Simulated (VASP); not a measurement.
Write the native input for VASP 6.6.1 that does the following.

```
Task                   : single point
Functional             : PBEsol
Potentials or basis    : VASP PAW PBE potentials, release 64 (Os)
Cutoff                 : 520 eV
k mesh                 : 10 × 10 × 6
Occupations            : gaussian, width 0.05 eV
Spin                   : no spin polarisation
Dipole correction      : no
Further INCAR settings : ALGO = Normal; EDIFF = 1e-07; NBANDS = 15
```

The structure of Os lies in POSCAR:

```
Os
1.0
    2.7239625838      0.0000000000      0.0000000000
   -1.3619812919      2.3590207966      0.0000000000
    0.0000000000      0.0000000000      4.2822439861
Os
2
Direct
    0.3333333333      0.6666666667      0.2500000000
    0.6666666667      0.3333333333      0.7500000000
```

One way to write it, as run:

INCAR

```
SYSTEM = Os
PREC = Accurate ; ENCUT = 520
EDIFF = 1E-7 ; ISMEAR = 0
SIGMA = 0.05 ; LREAL = .False.
LASPH = .True. ; NELM = 100
ALGO = Normal ; ISIF = 2
LWAVE = .False. ; LCHARG = .False.
GGA = PS ; NBANDS = 15
```

KPOINTS

```
Automatic mesh
0
Gamma
  10 10 6
  0 0 0
```

Potentials or basis: VASP PAW PBE potentials, release 64 (Os).

Command:

```sh
$ cat potpaw_PBE.64/Os/POTCAR > POTCAR
$ mpirun -np 1 vasp_std > vasp.out
```

Results of the run:

```yaml
Pressure: 5.1 GPa
Band_gap_on_the_k_mesh: zero (bands 8 and 9 overlap by 3.99 eV)
```

Caveat: the cell stands under pressure; the PAW data sets were made with another functional, which shifts forces and pressure a little; spin-orbit coupling is left out, which moves the levels of the heavy elements.

Wall time 31 s on 1 thread of AMD EPYC 7R13, on a shared host, peak memory 0.12 GiB.
